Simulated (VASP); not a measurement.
PbSe, 2 atoms in the cell. The structure is cubic, space group Fm-3m (No. 225). Conventional cell: a = 6.179 Å, b = 6.179 Å, c = 6.179 Å, α = 90.00°, β = 90.00°, γ = 90.00°. Pb (site symmetry m-3m) has 6 Se at 3.09 Å within 4.1 Å. Se (site symmetry m-3m) has 6 Pb at 3.09 Å within 4.1 Å. 

| Quantity | Value |
| --- | --- |
| Program | VASP 6.6.1 |
| Task | relaxation of cell and atoms |
| Functional | r2SCAN |
| Potentials or basis | VASP PAW PBE potentials, release 64 (Pb_d, Se) |
| Cutoff | 600 eV |
| k mesh | 6 × 6 × 6 |
| Occupations | gaussian, width 0.01 eV |
| Spin | no spin polarisation |
| Target pressure | 10 GPa |
| Dipole correction | no |
| Further INCAR settings | ALGO = Normal; EDIFF = 1e-06; IBRION = 2; EDIFFG = -0.002; NSW = 100; ISIF = 3 |

Potentials or basis: VASP PAW PBE potentials, release 64 (Pb_d, Se).

Launch:

```sh
$ cat potpaw_PBE.64/Pb_d/POTCAR potpaw_PBE.64/Se/POTCAR > POTCAR
$ cp INCAR.step1 INCAR
$ mpirun -np 1 vasp_std > vasp.out
$ cp INCAR.step2 INCAR
$ mpirun -np 1 vasp_std > vasp.out
```

Hardware: 1 thread of AMD EPYC 9R45 96-Core Processor (Zen 5) (shared host).

Problem. Estimate the wall time of this run.

Solution. Run time: 4.6 min on 1 thread of AMD EPYC 9R45 96-Core Processor (Zen 5), with other jobs on the host, peak memory 0.2 GiB. Counts: k points 16, ion steps 6.
